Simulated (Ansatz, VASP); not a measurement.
One calculation of MgB2, two programs

File INCAR:

```
ALGO     = Normal         # electronic algorithm
EDIFF    = 1E-8           # SCF threshold, eV
ENCUT    = 520            # plane-wave cutoff, eV
GGA      = PS             # functional
ISIF     = 2              # what is computed and relaxed
ISMEAR   = -1             # smearing method
LASPH    = T              # aspherical terms in the spheres
LCHARG   = F              # write CHGCAR
LEFG     = T            
LREAL    = Auto         
LWAVE    = F              # write WAVECAR
NBANDS   = 39             # bands
NELM     = 80             # most SCF steps
PREC     = Accurate       # precision mode
SIGMA    = 0.05           # smearing width, eV
```

KPOINTS

```
k-points
0
Gamma
  7 7 5
```

POSCAR

```
MgB2
1.0
    4.6275000000      2.6716883707      0.0000000000
   -4.6275000000      2.6716883707      0.0000000000
    0.0000000000      0.0000000000      7.0460000000
Mg B
6 12
Direct
    0.0000000000      0.0000000000      0.0000000000
    0.0000000000      0.0000000000      0.5000000000
    0.3333333333      0.6666666667      0.0000000000
    0.3333333333      0.6666666667      0.5000000000
    0.6666666667      0.3333333333      0.0000000000
    0.6666666667      0.3333333333      0.5000000000
    0.3333333333      0.3333333334      0.2500000000
    0.3333333333      0.3333333334      0.7500000000
    0.6666666667      0.0000000000      0.2500000000
    0.6666666667      0.0000000000      0.7500000000
    0.0000000000      0.6666666667      0.2500000000
    0.0000000000      0.6666666667      0.7500000000
    0.3333333333      1.0000000000      0.2500000000
    0.3333333333      1.0000000000      0.7500000000
    0.6666666667      0.6666666666      0.2500000000
    0.6666666667      0.6666666666      0.7500000000
    0.0000000000      0.3333333333      0.2500000000
    0.0000000000      0.3333333333      0.7500000000
```

Input for Ansatz:

```yaml
crystal:
  lattice:
    - [4.6275, 2.6716883707, 0.0]
    - [-4.6275, 2.6716883707, 0.0]
    - [0.0, 0.0, 7.046]
  atoms:
    - { symbol: Mg, position: [0.0, 0.0, 0.0] }
    - { symbol: Mg, position: [0.0, 0.0, 0.5] }
    - { symbol: Mg, position: [0.3333333333, 0.6666666667, 0.0] }
    - { symbol: Mg, position: [0.3333333333, 0.6666666667, 0.5] }
    - { symbol: Mg, position: [0.6666666667, 0.3333333333, 0.0] }
    - { symbol: Mg, position: [0.6666666667, 0.3333333333, 0.5] }
    - { symbol: B, position: [0.3333333333, 0.3333333334, 0.25] }
    - { symbol: B, position: [0.3333333333, 0.3333333334, 0.75] }
    - { symbol: B, position: [0.6666666667, 0.0, 0.25] }
    - { symbol: B, position: [0.6666666667, 0.0, 0.75] }
    - { symbol: B, position: [0.0, 0.6666666667, 0.25] }
    - { symbol: B, position: [0.0, 0.6666666667, 0.75] }
    - { symbol: B, position: [0.3333333333, 1.0, 0.25] }
    - { symbol: B, position: [0.3333333333, 1.0, 0.75] }
    - { symbol: B, position: [0.6666666667, 0.6666666666, 0.25] }
    - { symbol: B, position: [0.6666666667, 0.6666666666, 0.75] }
    - { symbol: B, position: [0.0, 0.3333333333, 0.25] }
    - { symbol: B, position: [0.0, 0.3333333333, 0.75] }
kpoints:
  mp_grid: { grid: [7, 7, 5] }
scf:
  occupations: { method: fermi_dirac, width: 0.05 }
hamiltonian:
  xc: pbesol
  pseudopotentials: { kind: paw, azcp: { folder: soft_1 } }
output:
  forces: true
  efg:
    quadrupole_moments_barn: { Mg: 0.1994, B: 0.04059 }
    contact_densities: true
  core_levels:
    shells: { Mg: "2p", B: "1s" }
    counted_from: fermi_level
    add_spin: always
```

Alike in both runs: task electric field gradients; functional PBEsol; k mesh 7 × 7 × 5; occupations fermi-dirac, width 0.05 eV; no spin polarisation.

|  | VASP | Ansatz |
| --- | --- | --- |
| version | VASP 6.6.1 | Ansatz 0.2.0 |
| potentials or method | VASP PAW PBE potentials, release 64 (Mg, B) | plane-wave PAW, scalar-relativistic |
| plane-wave cutoff (eV) | 520 | 420 |
| valence electrons in the cell | 48 | 96 |

|  | VASP | Ansatz | Ansatz less VASP |
| --- | --- | --- | --- |
| size of Vzz on the site where it differs most (V/Å²) | 18.6 | 16.4 | -2.27 |

VASP's potentials were made for PBE, not for PBEsol, and Ansatz warns of the same on its side. VASP's potentials hold 48 valence electrons a cell and Ansatz's 96, so a difference there can come from the potentials and not from the codes.
